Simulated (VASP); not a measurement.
# KBaI3 in VASP: a series of runs

Aim: see how the results for KBaI3 move with the level of theory and the settings. Levels: PBE, HSE06. Tasks: single point.

All numbers are computed with VASP 6.6.1; they aren't measurements. Logs are shortened: lines on timing, memory, paths and dates and some standing lists are left out, and cuts for length are marked.

### 1 The cell of the first run

Symmetry: P4/mmm, No. 123, tetragonal system. Conventional cell: a = 6.719 Å, b = 6.719 Å, c = 6.854 Å, α = 90.00°, β = 90.00°, γ = 90.00°. Within 4.4 Å of Ba (site symmetry 4/mmm) lie 6 I at 3.36 to 3.43 Å. Within 4.4 Å of I (site symmetry mmm) lie 2 Ba at 3.36 Å. Within 4.5 Å of I (site symmetry 4/mmm) lie 2 Ba at 3.43 Å.

### 2 Single point, PBE (uniaxial x strain +2.0%)

The input, INCAR:

```
ALGO = Normal ; EDIFF = 1E-6
ENCUT = 500 ; GGA = PE
GGA_COMPAT = F ; ISIF = 2
ISMEAR = -1 ; LASPH = T
LCHARG = T ; LELF = T
LREAL = F ; LVHAR = T
LWAVE = F ; NBANDS = 28
NELM = 120 ; PREC = Accurate
SIGMA = 0.02
```

The input, KPOINTS:

```
k-points
0
Gamma
  4 4 4
```

The input, POSCAR:

```
KBaI3
1.0
    6.8535742571      0.0000000000      0.0000000000
    0.0000000000      6.7191904481      0.0000000000
    0.0000000000      0.0000000000      6.7191904481
K Ba I
1 1 3
Direct
    0.0000000000      0.0000000000      0.0000000000
    0.5000000000      0.5000000000      0.5000000000
    0.5000000000      0.5000000000      0.0000000000
    0.5000000000      0.0000000000      0.5000000000
    0.0000000000      0.5000000000      0.5000000000
```

Potentials or basis: VASP PAW PBE potentials, release 64 (K_sv, Ba_sv, I).

The run is started by

```sh
cat potpaw_PBE.64/K_sv/POTCAR potpaw_PBE.64/Ba_sv/POTCAR potpaw_PBE.64/I/POTCAR > POTCAR
mpirun -np 1 vasp_std > vasp.out
```

OUTCAR:

```text
EDIFF = 1E-6
   ENCUT = 500
   GGA = PE
   ISIF = 2
   ISMEAR = -1
   LASPH = T
   LREAL = F
   NELM = 120
   PREC = Accurate

 ion  position               nearest neighbor table
   1  0.000  0.000  0.000-
   2  0.500  0.500  0.500-   3 3.36   4 3.36   3 3.36   4 3.36   5 3.43   5 3.43
   3  0.500  0.500  0.000-   2 3.36   2 3.36
   4  0.500  0.000  0.500-   2 3.36   2 3.36
   5  0.000  0.500  0.500-   2 3.43   2 3.43

  LATTYP: Found a simple tetragonal cell.
 ALAT       =     6.7191904481
 C/A-ratio  =     1.0200000000

  Lattice vectors:

 A1 = (   0.0000000000,   6.7191904481,   0.0000000000)
 A2 = (   0.0000000000,   0.0000000000,   6.7191904481)
 A3 = (   6.8535742571,   0.0000000000,   0.0000000000)

Analysis of symmetry for initial positions (statically):
=====================================================================
 Subroutine PRICEL returns:
 Original cell was already a primitive cell.

 Routine SETGRP: Setting up the symmetry group for a
 simple tetragonal supercell.

 Subroutine GETGRP returns: Found 16 space group operations
 (whereof 16 operations were pure point group operations)
 out of a pool of 16 trial point group operations.

The static configuration has the point symmetry D_4h.

Analysis of symmetry for dynamics (positions and initial velocities):
=====================================================================
 Subroutine PRICEL returns:
 Original cell was already a primitive cell.

 Routine SETGRP: Setting up the symmetry group for a
 simple tetragonal supercell.

 Subroutine GETGRP returns: Found 16 space group operations
 (whereof 16 operations were pure point group operations)
 out of a pool of 16 trial point group operations.

The dynamic configuration has the point symmetry D_4h.

 Subroutine INISYM returns: Found 16 space group operations
 (whereof 16 operations are pure point group operations),
 and found     1 'primitive' translations

----------------------------------------------------------------------------------------

                                     Primitive cell

  volume of cell :     309.4219

  direct lattice vectors                    reciprocal lattice vectors
     6.853574257  0.000000000  0.000000000     0.145909268  0.000000000  0.000000000
     0.000000000  6.719190448  0.000000000     0.000000000  0.148827453  0.000000000
     0.000000000  0.000000000  6.719190448     0.000000000  0.000000000  0.148827453

  length of vectors
     6.853574257  6.719190448  6.719190448     0.145909268  0.148827453  0.148827453

  position of ions in fractional coordinates (direct lattice)
     0.000000000  0.000000000  0.000000000
     0.500000000  0.500000000  0.500000000
     0.500000000  0.500000000  0.000000000
     0.500000000  0.000000000  0.500000000
     0.000000000  0.500000000  0.500000000

  ion indices of the primitive-cell ions
   primitive index   ion index
                 1           1
                 2           2
                 3           3
                 4           4
                 5           5

----------------------------------------------------------------------------------------

 KPOINTS: k-points

Automatic generation of k-mesh.
 Grid dimensions read from file:
 generate k-points for:    4    4    4

 Generating k-lattice:

  Cartesian coordinates                     Fractional coordinates (reciprocal lattice)
     0.036477317  0.000000000  0.000000000     0.250000000  0.000000000  0.000000000
     0.000000000  0.037206863  0.000000000     0.000000000  0.250000000  0.000000000
     0.000000000  0.000000000  0.037206863     0.000000000  0.000000000  0.250000000

  Length of vectors
     0.036477317  0.037206863  0.037206863

  Shift w.r.t. Gamma in fractional coordinates (k-lattice)
     0.000000000  0.000000000  0.000000000

 Subroutine IBZKPT returns following result:
 ===========================================

 Found     18 irreducible k-points:

 Following reciprocal coordinates:
            Coordinates               Weight
  0.000000  0.000000  0.000000      1.000000
  0.250000  0.000000  0.000000      2.000000
  0.500000  0.000000  0.000000      1.000000
  0.000000  0.250000  0.000000      4.000000
  0.250000  0.250000  0.000000      8.000000
  0.500000  0.250000  0.000000      4.000000
[... 10 lines left out ...]
  0.250000  0.500000  0.500000      2.000000
  0.500000  0.500000  0.500000      1.000000
   k-points           NKPTS =     18   k-points in BZ     NKDIM =     18   number of bands    NBANDS=     28
   number of dos      NEDOS =    301   number of ions     NIONS =      5
   total plane-waves  NPLWV = 125000
   dimension x,y,z NGX =    50 NGY =   50 NGZ =   50
   dimension x,y,z NGXF=   100 NGYF=  100 NGZF=  100
   ions per type =               1   1   3
   NGX,Y,Z   is equivalent  to a cutoff of  12.13, 12.37, 12.37 a.u.
   NGXF,Y,Z  is equivalent  to a cutoff of  24.26, 24.74, 24.74 a.u.
 SYSTEM =  unknown system
   PREC   = accura    normal or accurate (medium, high low for compatibility)
   ISTART =      0    job   : 0-new  1-cont  2-samecut
   ICHARG =      2    charge: 1-file 2-atom 10-const
   ISPIN  =      1    spin polarized calculation?
   LNONCOLLINEAR =      F non collinear calculations
   LSORBIT =      F    spin-orbit coupling
   LASPH  =      T    aspherical Exc in radial PAW
   ENCUT  =  500.0 eV  36.75 Ry    6.06 a.u.  12.50 12.25 12.25*2*pi/ulx,y,z
   NELM   =    120;   NELMIN=  2; NELMDL= -5     # of ELM steps
   EDIFF  = 0.1E-05   stopping-criterion for ELM
   LREAL  =      F    real-space projection
   EDIFFG = 0.1E-04   stopping-criterion for IOM
   NSW    =      0    number of steps for IOM
   IBRION =     -1    ionic relax: 0-MD 1-quasi-New 2-CG
   NFREE  =      0    steps in history (QN), initial steepest desc. (CG)
   ISIF   =      2    stress and relaxation
   ISYM   =      2    0-nonsym 1-usesym 2-fastsym
   POTIM  = 0.5000    time-step for ionic-motion
   TEBEG  =    0.0;   TEEND  =   0.0 temperature during run
   PSTRESS=    0.0 pullay stress
   NELECT =      40.0000    total number of electrons
   NUPDOWN=      -1.0000    fix difference up-down
   EMIN   =  10.00;   EMAX   =-10.00  energy-range for DOS
   EFERMI =   0.00;   METHOD = LEGACY
   ISMEAR =    -1;   SIGMA  =   0.02  broadening in eV -4-tet -1-fermi 0-gaus
   EFERMI_NEDOS =   21; number of points for ismear=-14 and -15
   IALGO  =     38    algorithm
   IMIX   =      4    mixing-type and parameters
     AMIX     =   0.40;   BMIX     =  1.00
     AMIX_MAG =   1.60;   BMIX_MAG =  1.00
  volume/ion in A,a.u.               =      61.88       417.62
  Fermi-wavevector in a.u.,A,eV,Ry     =   0.827773  1.564264  9.322818  0.685208
  Thomas-Fermi vector in A             =   1.940035
   LORBIT       =      0    0 simple, 1 ext, 2 COOP (PROOUT), +10 PAW based schemes
   GGA     = PE    functional components
   LHFCALC =     F    Hartree Fock is set to
   AEXX    =    0.0000 exact exchange contribution
   IVDW    =     0    specifies the selected vdW correction
   LEPSILON=     F    determine dielectric tensor
   LRPA    =     F    only Hartree local field effects (RPA)
 non-spin polarized calculation
  energy-cutoff  :      500.00
  volume of cell :      309.42
 maximum number of plane-waves:      7889
 NGX is ok and might be reduce to    50
   NGX = 25   NGY = 25   NGZ = 25

 number of electron      40.0000005 magnetization

 Free energy of the ion-electron system (eV)
  ---------------------------------------------------
  ext. energy  EPLUGINS =         0.00000000
  ---------------------------------------------------
  free energy    TOTEN  =       -15.16163521 eV

  energy without entropy =      -15.16163521  energy(sigma->0) =      -15.16163521

 E-fermi :  -0.4143     XC(G=0):  -6.2546

 val. band max:       -0.8760181481   @ k =   0.5000   0.5000   0.5000
 cond. band min:       2.1909078839   @ k =   0.0000   0.0000   0.0000
 fundamental gap:      3.0669260320
 Fermi energy:        -0.4143327787

 k-point     1 :       0.0000    0.0000    0.0000
  band No.  band energies     occupation
      1     -31.3516      2.00000
      2     -27.1919      2.00000
      3     -14.7913      2.00000
      4     -14.7904      2.00000
      5     -14.7904      2.00000
      6     -12.4796      2.00000
[... 20 lines left out ...]
     27       4.5404      0.00000
     28       4.5552      0.00000

 k-point     2 :       0.2500    0.0000    0.0000
  band No.  band energies     occupation
      1     -31.3516      2.00000
      2     -27.1918      2.00000
      3     -14.7914      2.00000
      4     -14.7904      2.00000
      5     -14.7904      2.00000
      6     -12.5982      2.00000
[... 20 lines left out ...]
     27       4.7516      0.00000
     28       4.8199      0.00000

 k-point     3 :       0.5000    0.0000    0.0000
  band No.  band energies     occupation
      1     -31.3516      2.00000
      2     -27.1918      2.00000
      3     -14.7916      2.00000
      4     -14.7904      2.00000
      5     -14.7904      2.00000
      6     -12.7060      2.00000
[... 20 lines left out ...]
     27       4.8362      0.00000
     28       5.2563      0.00000

 k-point     4 :       0.0000    0.2500    0.0000
  band No.  band energies     occupation
      1     -31.3516      2.00000
      2     -27.1918      2.00000
      3     -14.7913      2.00000
      4     -14.7906      2.00000
      5     -14.7904      2.00000
      6     -12.6607      2.00000
[... 392 lines left out ...]
     27       4.9415      0.00000
     28       4.9522      0.00000

 k-point    17 :       0.2500    0.5000    0.5000
  band No.  band energies     occupation
      1     -31.3516      2.00000
      2     -27.1915      2.00000
      3     -14.7913      2.00000
      4     -14.7907      2.00000
      5     -14.7907      2.00000
      6     -12.7900      2.00000
[... 20 lines left out ...]
     27       4.9784      0.00000
     28       5.5562      0.00000

 k-point    18 :       0.5000    0.5000    0.5000
  band No.  band energies     occupation
      1     -31.3516      2.00000
      2     -27.1914      2.00000
      3     -14.7914      2.00000
      4     -14.7906      2.00000
      5     -14.7906      2.00000
      6     -12.7896      2.00000
[... 20 lines left out ...]
     27       5.0154      0.00000
     28       5.9119      0.00000

------------------------ aborting loop because EDIFF is reached ----------------------------------------

  FORCE on cell =-STRESS in cart. coord.  units (eV):
  Direction    XX          YY          ZZ          XY          YZ          ZX
  --------------------------------------------------------------------------------------
  -------------------------------------------------------------------------------------
  Total       -0.5774750      0.3528091      0.3528091      0.0000000      0.0000000     -0.0000000
  in kB       -2.9901487      1.8268351      1.8268351      0.0000000      0.0000000     -0.0000000
  external PRESSURE =       0.2211738 kB  Pullay stress =       0.0000000 kB

 VOLUME and BASIS-vectors are now :
 -----------------------------------------------------------------------------
  energy-cutoff  :      500.00
  volume of cell :      309.42
      direct lattice vectors                 reciprocal lattice vectors
     6.853574257  0.000000000  0.000000000     0.145909268  0.000000000  0.000000000
     0.000000000  6.719190448  0.000000000     0.000000000  0.148827453  0.000000000
     0.000000000  0.000000000  6.719190448     0.000000000  0.000000000  0.148827453

 POSITION                                       TOTAL-FORCE (eV/Angst)
 -----------------------------------------------------------------------------------
      0.00000      0.00000      0.00000         0.000000      0.000000      0.000000
      3.42679      3.35960      3.35960         0.000000      0.000000      0.000000
      3.42679      3.35960      0.00000         0.000000      0.000000      0.000000
      3.42679      0.00000      3.35960         0.000000      0.000000      0.000000
      0.00000      3.35960      3.35960         0.000000      0.000000      0.000000
 -----------------------------------------------------------------------------------
    total drift:                                0.000000     -0.000000      0.000000

  FREE ENERGIE OF THE ION-ELECTRON SYSTEM (eV)
  ---------------------------------------------------
  free  energy   TOTEN  =       -15.1616352050 eV

  energy  without entropy=      -15.1616352050  energy(sigma->0) =      -15.16163521
```

Run time: 2.6 min. Hardware: 1 thread of AMD EPYC 7R43 (Zen 3), shared host; peak memory 0.4 GiB.

Results:

| Item | Value |
| --- | --- |
| Free energy | -15.1616 eV |
| Pressure | 0.0 GPa |
| Band gap on the k mesh | 3.07 eV (least direct gap 3.25 eV) |

Levels at points of the mesh, in eV from the valence-band top:
```
           k point  band 18  band 19  band 20  band 21  band 22  band 23
(0.00, 0.00, 0.00)    -0.20    -0.19    -0.19     3.07     4.00     4.01
(0.50, 0.00, 0.00)    -0.47    -0.24    -0.24     4.09     4.16     4.60
(0.00, 0.50, 0.00)    -0.46    -0.26    -0.25     4.11     4.22     4.55
(0.50, 0.50, 0.00)    -0.59    -0.56    -0.03     4.46     4.98     5.06
(0.00, 0.50, 0.50)    -0.57    -0.57     0.00     4.44     5.09     5.09
(0.50, 0.50, 0.50)    -0.02    -0.02     0.00     3.80     5.47     5.47
```

Caveat: the cell differs from its parent crystal (uniaxial x strain +2.0%); spin-orbit coupling is left out, which moves the levels of the heavy elements. A k mesh can miss the band edges.

### 3 Single point, HSE06 (strain -2.0%)

Changes to POSCAR since step 2:

```diff
@@ -2,5 +2,5 @@
 1.0
-    6.8535742571      0.0000000000      0.0000000000
-    0.0000000000      6.7191904481      0.0000000000
-    0.0000000000      0.0000000000      6.7191904481
+    6.5848066391      0.0000000000      0.0000000000
+    0.0000000000      6.5848066391      0.0000000000
+    0.0000000000      0.0000000000      6.5848066391
 K Ba I
```

The input, INCAR.step1:

```
SYSTEM = KBaI3
PREC = Accurate ; ENCUT = 400
EDIFF = 1E-5 ; ISMEAR = 0
SIGMA = 0.01 ; LREAL = .False.
LASPH = .True. ; NELM = 120
ALGO = Normal ; ISIF = 2
LWAVE = .True. ; LCHARG = .False.
GGA = PE ; NBANDS = 28
GGA_COMPAT = .False.
```

The input, INCAR.step2:

```
SYSTEM = KBaI3
PREC = Accurate ; ENCUT = 400
EDIFF = 1E-6 ; ISMEAR = 0
SIGMA = 0.01 ; LREAL = .False.
LASPH = .True. ; NELM = 120
ALGO = Normal ; ISIF = 2
LWAVE = .False. ; LCHARG = .False.
GGA = PE ; LHFCALC = .True.
HFSCREEN = 0.2079 ; PRECFOCK = Normal
ISTART = 1 ; NBANDS = 28
GGA_COMPAT = .False.
```

The input, KPOINTS:

```
regular mesh
0
Gamma
  2 2 2
  0 0 0
```

Potentials or basis: VASP PAW PBE potentials, release 64 (K_sv, Ba_sv, I).

The run is started by

```sh
cat potpaw_PBE.64/K_sv/POTCAR potpaw_PBE.64/Ba_sv/POTCAR potpaw_PBE.64/I/POTCAR > POTCAR
cp INCAR.step1 INCAR
mpirun -np 1 vasp_std > vasp.out
cp INCAR.step2 INCAR
mpirun -np 1 vasp_std > vasp.out
```

Wall time 12 min (1 thread of AMD EPYC 7R43 (Zen 3), shared host); peak memory 0.43 GiB.

Results (log left out):

* Free energy: -17.3264 eV
* Pressure: 1.2 GPa
* Band gap on the k mesh: 4.06 eV (least direct gap 4.23 eV)

Levels at points of the mesh, in eV from the valence-band top:
| k point | band 18 | band 19 | band 20 | band 21 | band 22 | band 23 |
| --- | --- | --- | --- | --- | --- | --- |
| (0.00, 0.00, 0.00) | -0.18 | -0.18 | -0.18 | 4.06 | 4.95 | 4.95 |
| (0.50, 0.00, 0.00) | -0.57 | -0.25 | -0.25 | 5.07 | 5.37 | 5.64 |
| (0.50, 0.50, 0.00) | -0.71 | -0.56 | -0.01 | 5.64 | 6.26 | 6.26 |
| (0.50, 0.50, 0.50) | 0.00 | 0.00 | 0.00 | 4.79 | 6.57 | 6.57 |

Caveat: the k points lie up to 0.48 Å⁻¹ apart; the cell differs from its parent crystal (strain -2.0%); the PAW data sets were made with another functional, which shifts forces and pressure a little; spin-orbit coupling is left out, which moves the levels of the heavy elements.
